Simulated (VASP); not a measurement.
CuF2: single point with LDA

The system is CuF2.

```
Cu F
1.0
    -1.82140    1.82140    5.95294
     1.82140   -1.82140    5.95294
     1.82140    1.82140   -5.95294
Cu F
1 2
Direct
  0.00000 0.00000 0.00000
  0.50000 0.00000 0.50000
  0.00000 0.50000 0.50000
```

| Property | Result |
| --- | --- |
| Program | VASP 6.6.1 |
| Task | single point |
| Functional | LDA |
| Potentials or basis | VASP PAW LDA potentials, release 64 (Cu, F) |
| Cutoff | 520 eV |
| k mesh | 7 × 7 × 7 |
| Occupations | fermi-dirac, width 0.05 eV |
| Spin | collinear spin, ferromagnetic start |
| Starting moments | [0.6, 0.0, 0.0] μB |

| Property | Result |
| --- | --- |
| Pressure | 0.2 GPa |
| Net moment | 0.00 μB per cell |
| Valence electrons inside the program's atomic spheres | Cu 9.90; F 6.07 |

Stress tensor (GPa, compression positive):
```
 0.46  0.00  0.00
 0.00  0.46  0.00
 0.00  0.00 -0.21
```

Levels at points of the mesh, in eV from the Fermi level:
Spin up:
```
           k point  band 9  band 10  band 11  band 12  band 13  band 14  band 15  band 16  band 17  band 18
(0.00, 0.00, 0.00)   -2.17    -1.77    -1.77    -1.60    -1.58     3.75     7.48     8.47    12.31    14.80
```
Spin down:
| k point | band 10 | band 11 | band 12 | band 13 | band 14 | band 15 | band 16 | band 17 |
| --- | --- | --- | --- | --- | --- | --- | --- | --- |
| (0.00, 0.00, 0.00) | -1.77 | -1.77 | -1.60 | -1.58 | 3.75 | 7.48 | 8.47 | 12.31 |

Run time: 4.7 min on 1 thread of Intel(R) Xeon(R) Platinum 8488C (Sapphire Rapids) (shared host), peak memory 0.33 GiB.

Caveat: semilocal functionals often make such compounds metallic where correlation or magnetic order opens a gap, which also shifts bond lengths. With open d or f shells a metallic result of LDA can be an artefact of self-interaction; +U or a hybrid may open a gap.
